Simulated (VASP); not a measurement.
Set up this calculation in VASP 6.6.1, as the native input.

| Item | Value |
| --- | --- |
| Task | single point |
| Functional | PBEsol |
| Potentials or basis | VASP PAW PBE potentials, release 64 (Te, As) |
| Cutoff | 500 eV |
| k mesh | 7 × 7 × 7 |
| Occupations | fermi-dirac, width 0.1 eV |
| Spin | no spin polarisation |
| Dipole correction | no |
| Further INCAR settings | ALGO = Normal; EDIFF = 1e-06; NBANDS = 12 |

The structure of TeAs lies in POSCAR:

```
TeAs
1.0
    0.0000000000      2.9139417273      2.9139417273
    2.9139417273      0.0000000000      2.9139417273
    2.9139417273      2.9139417273      0.0000000000
Te As
1 1
Direct
    0.5000000000      0.5000000000      0.5000000000
    0.0000000000      0.0000000000      0.0000000000
```

The input as run:

INCAR

```
ALGO = Normal
EDIFF = 1E-6
ENCUT = 500
GGA = PS
GGA_COMPAT = False
ISIF = 2
ISMEAR = -1
LASPH = True
LCHARG = False
LREAL = False
LWAVE = False
NBANDS = 12
NELM = 120
PREC = Accurate
SIGMA = 0.1
```

KPOINTS

```
k-points
0
Gamma
  7 7 7
```

Potentials or basis: VASP PAW PBE potentials, release 64 (Te, As).

Command:

```sh
$ cat potpaw_PBE.64/Te/POTCAR potpaw_PBE.64/As/POTCAR > POTCAR
$ mpirun -np 1 vasp_std > vasp.out
```

Results of the run:

* Pressure: 0.9 GPa

Caveat: the PAW data sets were made with another functional, which shifts forces and pressure a little.

It took 13 s on 1 thread of Intel Xeon 8259CL, on a shared host, peak memory 0.17 GiB.
